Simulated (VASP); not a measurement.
# CdSe (F-43m) in VASP: a series of runs

The runs below take CdSe through vibrations by perturbation theory, with PBEsol.

Program: VASP 6.6.1. These are calculated values, not measurements. Logs are shortened: lines on timing, memory, paths and dates and some standing lists are left out, and cuts for length are marked.

## 1. The cell of the first run

Symmetry: F-43m, No. 216, cubic system. Conventional cell: a = 6.083 Å, b = 6.083 Å, c = 6.083 Å, α = 90.00°, β = 90.00°, γ = 90.00°. Cd (site symmetry -43m) has 4 Se at 2.63 Å within 3.5 Å. Se (site symmetry -43m) has 4 Cd at 2.63 Å within 3.5 Å.

## 2. Vibrations by perturbation theory, PBEsol

Contents of INCAR:

```
  PREC = Accurate
  ENCUT = 520
  EDIFF = 1E-8
  ISMEAR = 0
  SIGMA = 0.01
  LREAL = False
  LASPH = True
  NELM = 100
  ALGO = Normal
  ISIF = 2
  LWAVE = False
  LCHARG = True
  GGA = PS
  IBRION = 8
  NSW = 1
```

Contents of KPOINTS:

```
regular mesh
0
Gamma
  6 6 6
```

Contents of POSCAR:

```
CdSe
1.0
    3.0413144136      3.0413144136      0.0000000000
   -3.0413144136      3.0413144136      0.0000000000
    0.0000000000      3.0413144136      3.0413144136
Cd Se
1 1
Direct
    0.0000000000      0.0000000000      0.0000000000
    0.7500000000      0.2500000000      0.5000000000
```

Potentials or basis: VASP PAW PBE potentials, release 64 (Cd, Se).

Started as:

```
$ cat potpaw_PBE.64/Cd/POTCAR potpaw_PBE.64/Se/POTCAR > POTCAR
$ mpirun -np 1 vasp_std > vasp.out
```

OUTCAR:

```text
PREC = Accurate
   ENCUT = 520
   EDIFF = 1E-8
   ISMEAR = 0
   LREAL = False
   LASPH = True
   NELM = 100
   ISIF = 2
   GGA = PS
   IBRION = 8
   NSW = 1

 ion  position               nearest neighbor table
   1  0.000  0.000  0.000-   2 2.63   2 2.63   2 2.63   2 2.63
   2  0.750  0.250  0.500-   1 2.63   1 2.63   1 2.63   1 2.63

  LATTYP: Found a face centered cubic cell.
 ALAT       =     6.0826288272

  Lattice vectors:

 A1 = (   0.0000000000,   3.0413144136,   3.0413144136)
 A2 = (   3.0413144136,   0.0000000000,   3.0413144136)
 A3 = (   3.0413144136,   3.0413144136,   0.0000000000)

Analysis of symmetry for initial positions (statically):
=====================================================================
 Subroutine PRICEL returns:
 Original cell was already a primitive cell.

 Routine SETGRP: Setting up the symmetry group for a
 face centered cubic supercell.

 Subroutine GETGRP returns: Found 24 space group operations
 (whereof 24 operations were pure point group operations)
 out of a pool of 48 trial point group operations.

The static configuration has the point symmetry T_d .

Analysis of symmetry for dynamics (positions and initial velocities):
=====================================================================
 Subroutine PRICEL returns:
 Original cell was already a primitive cell.

 Routine SETGRP: Setting up the symmetry group for a
 face centered cubic supercell.

 Subroutine GETGRP returns: Found 24 space group operations
 (whereof 24 operations were pure point group operations)
 out of a pool of 48 trial point group operations.

The dynamic configuration has the point symmetry T_d .

 Subroutine INISYM returns: Found 24 space group operations
 (whereof 24 operations are pure point group operations),
 and found     1 'primitive' translations

----------------------------------------------------------------------------------------

                                     Primitive cell

  volume of cell :      56.2618

  direct lattice vectors                    reciprocal lattice vectors
     3.041314414  3.041314414  0.000000000     0.164402601  0.164402601 -0.164402601
    -3.041314414  3.041314414  0.000000000    -0.164402601  0.164402601 -0.164402601
     0.000000000  3.041314414  3.041314414     0.000000000  0.000000000  0.328805202

  length of vectors
     4.301068091  4.301068091  4.301068091     0.284753658  0.284753658  0.328805202

  position of ions in fractional coordinates (direct lattice)
     0.000000000  0.000000000  0.000000000
     0.750000000  0.250000000  0.500000000

  ion indices of the primitive-cell ions
   primitive index   ion index
                 1           1
                 2           2

----------------------------------------------------------------------------------------

 KPOINTS: regular mesh

Automatic generation of k-mesh.
 Grid dimensions read from file:
 generate k-points for:    6    6    6

 Generating k-lattice:

  Cartesian coordinates                     Fractional coordinates (reciprocal lattice)
     0.027400433  0.027400433 -0.027400433     0.166666667  0.000000000  0.000000000
    -0.027400433  0.027400433 -0.027400433     0.000000000  0.166666667  0.000000000
     0.000000000  0.000000000  0.054800867     0.000000000  0.000000000  0.166666667

  Length of vectors
     0.047458943  0.047458943  0.054800867

  Shift w.r.t. Gamma in fractional coordinates (k-lattice)
     0.000000000  0.000000000  0.000000000

 Subroutine IBZKPT returns following result:
 ===========================================

 Found     16 irreducible k-points:

 Following reciprocal coordinates:
            Coordinates               Weight
  0.000000  0.000000  0.000000      1.000000
  0.166667  0.000000  0.000000      8.000000
  0.333333  0.000000  0.000000      8.000000
  0.500000  0.000000  0.000000      4.000000
  0.166667  0.166667  0.000000     12.000000
  0.333333  0.166667  0.000000     24.000000
[... 8 lines left out ...]
  0.500000  0.333333  0.166667     24.000000
  0.500000  0.500000  0.166667     12.000000
   k-points           NKPTS =     16   k-points in BZ     NKDIM =     16   number of bands    NBANDS=     13
   number of dos      NEDOS =    301   number of ions     NIONS =      2
   total plane-waves  NPLWV =  32768
   dimension x,y,z NGX =    32 NGY =   32 NGZ =   32
   dimension x,y,z NGXF=    64 NGYF=   64 NGZF=   64
   ions per type =               1   1
   NGX,Y,Z   is equivalent  to a cutoff of  12.37, 12.37, 12.37 a.u.
   NGXF,Y,Z  is equivalent  to a cutoff of  24.74, 24.74, 24.74 a.u.
 SYSTEM =  unknown system
   PREC   = accura    normal or accurate (medium, high low for compatibility)
   ISTART =      0    job   : 0-new  1-cont  2-samecut
   ICHARG =      2    charge: 1-file 2-atom 10-const
   ISPIN  =      1    spin polarized calculation?
   LNONCOLLINEAR =      F non collinear calculations
   LSORBIT =      F    spin-orbit coupling
   LASPH  =      T    aspherical Exc in radial PAW
   ENCUT  =  520.0 eV  38.22 Ry    6.18 a.u.   8.00  8.00  8.00*2*pi/ulx,y,z
   NELM   =    100;   NELMIN=  2; NELMDL= -5     # of ELM steps
   EDIFF  = 0.1E-07   stopping-criterion for ELM
   LREAL  =      F    real-space projection
   EDIFFG = 0.1E-06   stopping-criterion for IOM
   NSW    =      1    number of steps for IOM
   IBRION =      8    ionic relax: 0-MD 1-quasi-New 2-CG
   NFREE  =      0    steps in history (QN), initial steepest desc. (CG)
   ISIF   =      2    stress and relaxation
   ISYM   =      2    0-nonsym 1-usesym 2-fastsym
   POTIM  = 0.5000    time-step for ionic-motion
   TEBEG  =    0.0;   TEEND  =   0.0 temperature during run
   PSTRESS=    0.0 pullay stress
   NELECT =      18.0000    total number of electrons
   NUPDOWN=      -1.0000    fix difference up-down
   EMIN   =  10.00;   EMAX   =-10.00  energy-range for DOS
   EFERMI =   0.00;   METHOD = LEGACY
   ISMEAR =     0;   SIGMA  =   0.01  broadening in eV -4-tet -1-fermi 0-gaus
   EFERMI_NEDOS =   21; number of points for ismear=-14 and -15
   IALGO  =     38    algorithm
   IMIX   =      4    mixing-type and parameters
     AMIX     =   0.40;   BMIX     =  1.00
     AMIX_MAG =   1.60;   BMIX_MAG =  1.00
  volume/ion in A,a.u.               =      28.13       189.84
  Fermi-wavevector in a.u.,A,eV,Ry     =   1.119681  2.115890 17.057430  1.253686
  Thomas-Fermi vector in A             =   2.256322
   LORBIT       =      0    0 simple, 1 ext, 2 COOP (PROOUT), +10 PAW based schemes
   GGA     = PS    functional components
   LHFCALC =     F    Hartree Fock is set to
   AEXX    =    0.0000 exact exchange contribution
   IVDW    =     0    specifies the selected vdW correction
   LEPSILON=     F    determine dielectric tensor
   LRPA    =     F    only Hartree local field effects (RPA)
 non-spin polarized calculation
 Gauss-broadening in eV      SIGMA  =   0.01
  energy-cutoff  :      520.00
  volume of cell :       56.26
 maximum number of plane-waves:      1527
   NGX = 15   NGY = 15   NGZ = 15

--------------------------------------- Ionic step        1  -------------------------------------------

 number of electron      18.0000002 magnetization

 Free energy of the ion-electron system (eV)
  ---------------------------------------------------
  ext. energy  EPLUGINS =         0.00000000
  ---------------------------------------------------
  free energy    TOTEN  =        -6.17251176 eV

  energy without entropy =       -6.17251176  energy(sigma->0) =       -6.17251176

 E-fermi :   0.8591     XC(G=0):  -9.0971

 val. band max:        0.8151254336   @ k =   0.0000   0.0000   0.0000
 cond. band min:       1.2954136144   @ k =   0.0000   0.0000   0.0000
 fundamental gap:      0.4802881809
 Fermi energy:         0.8591129014

 k-point     1 :       0.0000    0.0000    0.0000
  band No.  band energies     occupation
      1     -11.8076      2.00000
      2      -7.1015      2.00000
      3      -7.1015      2.00000
      4      -7.1015      2.00000
      5      -6.7206      2.00000
      6      -6.7206      2.00000
      7       0.8151      2.00000
      8       0.8151      2.00000
      9       0.8151      2.00000
     10       1.2954      0.00000
     11       6.6666      0.00000
     12       6.6666      0.00000
     13       6.6666      0.00000
[... 228 lines left out ...]
      2      -6.9140      2.00000
      3      -6.8911      2.00000
      4      -6.7859      2.00000
      5      -6.6929      2.00000
      6      -6.2650      2.00000
      7      -3.2472      2.00000
      8      -1.3598      2.00000
      9      -1.3520      2.00000
     10       5.0583      0.00000
     11       5.3884      0.00000
     12       8.2939      0.00000
     13       8.7350      0.00000

------------------------ aborting loop because EDIFF is reached ----------------------------------------

  FORCE on cell =-STRESS in cart. coord.  units (eV):
  Direction    XX          YY          ZZ          XY          YZ          ZX
  --------------------------------------------------------------------------------------
  -------------------------------------------------------------------------------------
  Total        0.1167007      0.1167007      0.1167007      0.0000000      0.0000000     -0.0000000
  in kB        3.3233043      3.3233043      3.3233043      0.0000000      0.0000000     -0.0000000
  external PRESSURE =       3.3233043 kB  Pullay stress =       0.0000000 kB

 VOLUME and BASIS-vectors are now :
 -----------------------------------------------------------------------------
  energy-cutoff  :      520.00
  volume of cell :       56.26
      direct lattice vectors                 reciprocal lattice vectors
     3.041314414  3.041314414  0.000000000     0.164402601  0.164402601 -0.164402601
    -3.041314414  3.041314414  0.000000000    -0.164402601  0.164402601 -0.164402601
     0.000000000  3.041314414  3.041314414     0.000000000  0.000000000  0.328805202

 POSITION                                       TOTAL-FORCE (eV/Angst)
 -----------------------------------------------------------------------------------
      0.00000      0.00000      0.00000        -0.000000      0.000000      0.000000
      1.52066      4.56197      1.52066         0.000000     -0.000000      0.000000
 -----------------------------------------------------------------------------------
    total drift:                                0.000000     -0.000000      0.000000

  FREE ENERGIE OF THE ION-ELECTRON SYSTEM (eV)
  ---------------------------------------------------
  free  energy   TOTEN  =        -6.1725117626 eV

  energy  without entropy=       -6.1725117626  energy(sigma->0) =       -6.17251176

[... ionic steps 2 to 3 ...]

--------------------------------------- Ionic step        4  -------------------------------------------

------------------------ aborting loop because EDIFF is reached ----------------------------------------

[... ionic steps 5 to 6 ...]

--------------------------------------- Ionic step        7  -------------------------------------------

 Free energy of the ion-electron system (eV)
  ---------------------------------------------------
  ---------------------------------------------------
  free energy    TOTEN  =        -0.08434403 eV

  energy without entropy =       -0.08434403

------------------------ aborting loop because EDIFF is reached ----------------------------------------

 INTERNAL STRAIN TENSOR  FOR ION    2  DIRECTION 1   (eV/Angst):
 -----------------------------------------------------------------------------
     0.00922  0.00000  0.00000
     0.00000 -0.01249  6.20734
     0.00000  6.20734 -0.01249

 INTERNAL STRAIN TENSOR FOR ION    2 for displacements in x,y,z  (eV/Angst):
          X           Y           Z          XY          YZ          ZX
  --------------------------------------------------------------------------------
  x     0.00000     0.00000     0.00000     0.00000     6.20734     0.00000
  y     0.00000     0.00000     0.00000     0.00000     0.00000     6.20734
  z     0.00000     0.00000     0.00000     6.20734     0.00000     0.00000

 SECOND DERIVATIVES (NOT SYMMETRIZED)
 ------------------------------------
               1X          1Y          1Z          2X          2Y          2Z
  1X    -4.888439    0.000000    0.000000    4.888439    0.000000    0.000000
  1Y     0.000000   -4.888439    0.000000    0.000000    4.888439    0.000000
  1Z     0.000000    0.000000   -4.888439    0.000000    0.000000    4.888439
  2X     4.882419    0.000000    0.000000   -4.882419    0.000000    0.000000
  2Y     0.000000    4.882419    0.000000    0.000000   -4.882419    0.000000
  2Z     0.000000    0.000000    4.882419    0.000000    0.000000   -4.882419

 Eigenvectors and eigenvalues of the dynamical matrix
 ----------------------------------------------------

   1 f  =    5.073513 THz    31.877824 2PiTHz  169.234186 cm-1    20.982355 meV
             X         Y         Z           dx          dy          dz
      0.000000  0.000000  0.000000    -0.642573    0.000000   -0.000000
      1.520657  4.561972  1.520657     0.766224   -0.000000   -0.000000
[... 21 lines left out ...]
   6 f/i=    0.001539 THz     0.009671 2PiTHz    0.051343 cm-1     0.006366 meV
             X         Y         Z           dx          dy          dz
      0.000000  0.000000  0.000000     0.062256   -0.667303   -0.371389
      1.520657  4.561972  1.520657     0.052209   -0.559616   -0.311456

--------------------------------------------------------------------------------------------------------

 ELASTIC MODULI CONTR FROM IONIC RELAXATION (kBar)
 Direction    XX          YY          ZZ          XY          YZ          ZX
 --------------------------------------------------------------------------------
 XX          -0.0000      0.0000     -0.0000      0.0000     -0.0000      0.0000
 YY           0.0000     -0.0000      0.0000      0.0000      0.0000     -0.0000
 ZZ          -0.0000      0.0000     -0.0000     -0.0000      0.0000      0.0000
 XY           0.0000      0.0000     -0.0000   -227.8375     -0.0000      0.0000
 YZ          -0.0000      0.0000      0.0000     -0.0000   -227.8375     -0.0000
 ZX           0.0000     -0.0000      0.0000      0.0000     -0.0000   -227.8375
 --------------------------------------------------------------------------------
```

Run time: 82 s. Hardware: 1 thread of Intel Xeon Platinum 8488C (Sapphire Rapids), shared host; peak memory 0.27 GiB.

What came out:

| Property | Result |
| --- | --- |
| Highest phonon frequency at Γ, LO-TO splitting left out | 169 cm⁻¹ |

Phonon frequencies in cm⁻¹ (negative: imaginary):
| q point | frequencies |
| --- | --- |
| (0.000, 0.000, 0.000) | 0 0 0 169 169 169 |

Caveat: the PAW data sets were made with another functional, which shifts forces and pressure a little.

## 3. Vibrations by perturbation theory, PBEsol

This run uses another cell than the first one, of 29.36 Å³/atom, 1.044 times its volume.

Contents of INCAR:

```
SYSTEM = CdSe
ALGO     = Normal         ! electronic algorithm
EDIFF    = 1E-8           ! SCF threshold, eV
ENCUT    = 520            ! plane-wave cutoff, eV
GGA      = PS             ! functional
IBRION   = 8              ! ionic algorithm
ISIF     = 2              ! what is computed and relaxed
ISMEAR   = 0              ! smearing method
LASPH    = .TRUE.         ! aspherical terms in the spheres
LCHARG   = .FALSE.        ! write CHGCAR
LREAL    = .FALSE.        ! projectors in reciprocal space
LWAVE    = .FALSE.        ! write WAVECAR
NELM     = 100            ! most SCF steps
NSW      = 1              ! ionic steps
PREC     = Accurate       ! precision mode
SIGMA    = 0.01           ! smearing width, eV
```

Contents of KPOINTS:

```
k-points
0
G
  6 6 6
  0 0 0
```

Contents of POSCAR:

```
CdSe
1.0
    3.0850073334      3.0850073334      0.0000000000
   -3.0850073334      3.0850073334      0.0000000000
    0.0000000000      3.0850073334      3.0850073334
Cd Se
1 1
Direct
    0.0000000000      0.0000000000      0.0000000000
    0.7500000000      0.2500000000      0.5000000000
```

Potentials or basis: VASP PAW PBE potentials, release 64 (Cd, Se).

Started as:

```
$ cat potpaw_PBE.64/Cd/POTCAR potpaw_PBE.64/Se/POTCAR > POTCAR
$ mpirun -np 1 vasp_std > vasp.out
```

OUTCAR:

```text
SYSTEM = CdSe
   EDIFF = 1E-8
   ENCUT = 520
   GGA = PS
   IBRION = 8
   ISIF = 2
   ISMEAR = 0
   LASPH = .TRUE.
   LREAL = .FALSE.
   NELM = 100
   NSW = 1
   PREC = Accurate

 ion  position               nearest neighbor table
   1  0.000  0.000  0.000-   2 2.67   2 2.67   2 2.67   2 2.67
   2  0.750  0.250  0.500-   1 2.67   1 2.67   1 2.67   1 2.67

  LATTYP: Found a face centered cubic cell.
 ALAT       =     6.1700146668
[... 502 lines left out ...]
 ------------------------------------
               1X          1Y          1Z          2X          2Y          2Z
  1X    -4.186009    0.000000    0.000000    4.186009    0.000000    0.000000
  1Y     0.000000   -4.186009    0.000000    0.000000    4.186009    0.000000
  1Z     0.000000    0.000000   -4.186009    0.000000    0.000000    4.186009
  2X     4.154063    0.000000    0.000000   -4.154063    0.000000    0.000000
  2Y     0.000000    4.154063    0.000000    0.000000   -4.154063    0.000000
  2Z     0.000000    0.000000    4.154063    0.000000    0.000000   -4.154063

 Eigenvectors and eigenvalues of the dynamical matrix
 ----------------------------------------------------

   1 f  =    4.686041 THz    29.443262 2PiTHz  156.309493 cm-1    19.379899 meV
             X         Y         Z           dx          dy          dz
      0.000000  0.000000  0.000000     0.000000    0.643786    0.000000
      1.542504  4.627511  1.542504     0.000000   -0.765206    0.000000
[... 21 lines left out ...]
   6 f/i=    0.008842 THz     0.055558 2PiTHz    0.294948 cm-1     0.036569 meV
             X         Y         Z           dx          dy          dz
      0.000000  0.000000  0.000000     0.000000    0.000000    0.765206
      1.542504  4.627511  1.542504     0.000000    0.000000    0.643786

--------------------------------------------------------------------------------------------------------

 ELASTIC MODULI CONTR FROM IONIC RELAXATION (kBar)
 Direction    XX          YY          ZZ          XY          YZ          ZX
 --------------------------------------------------------------------------------
 XX          -0.0000     -0.0000     -0.0000      0.0000      0.0000     -0.0000
 YY          -0.0000     -0.0000     -0.0000      0.0000      0.0000      0.0000
 ZZ          -0.0000     -0.0000     -0.0000      0.0000      0.0000     -0.0000
 XY           0.0000      0.0000      0.0000   -147.3948      0.0000      0.0000
 YZ           0.0000      0.0000      0.0000      0.0000   -147.3948      0.0000
 ZX          -0.0000      0.0000     -0.0000      0.0000      0.0000   -147.3948
 --------------------------------------------------------------------------------
```

stdout:

```text
POSCAR found type information on POSCAR CdSe
 POSCAR found :  2 types and       2 ions
 scaLAPACK will be used
 -----------------------------------------------------------------------------
|                                                                             |
|                                                                             |
|     You enforced a specific xc type in the INCAR file but a different       |
|     I HOPE YOU KNOW WHAT YOU ARE DOING!                                     |
|                                                                             |
 -----------------------------------------------------------------------------

 LDA part: xc-table for (Slater+PW92), standard interpolation
 POSCAR, INCAR and KPOINTS ok, starting setup
 FFT: planning ... GRIDC
 FFT: planning ... GRID_SOFT
 FFT: planning ... GRID
 WAVECAR not read
 entering main loop
 Linear response reoptimize wavefunctions to high precision
 Linear response DOF=           2
 Linear response progress:
 first order change of Fermi-energy  -0.12281E+00
 force on displaced ion       1 direction 1 :  -4.186   0.000   0.000
 Linear response progress:
 first order change of Fermi-energy   0.12215E+00
 force on displaced ion       2 direction 1 :  -4.154  -0.000   0.000
 Linear response finished
```

It took 1.7 min on 1 thread of Intel Xeon Platinum 8488C (Sapphire Rapids), shared host; peak memory 0.26 GiB.

What came out:

| Property | Result |
| --- | --- |
| Highest phonon frequency at Γ, LO-TO splitting left out | 156 cm⁻¹ |

Phonon frequencies in cm⁻¹ (negative: imaginary):
| q point | frequencies |
| --- | --- |
| (0.000, 0.000, 0.000) | 0 0 0 156 156 156 |

Caveat: the cell wasn't relaxed at this level first, which shifts response properties; the PAW data sets were made with another functional, which shifts forces and pressure a little.
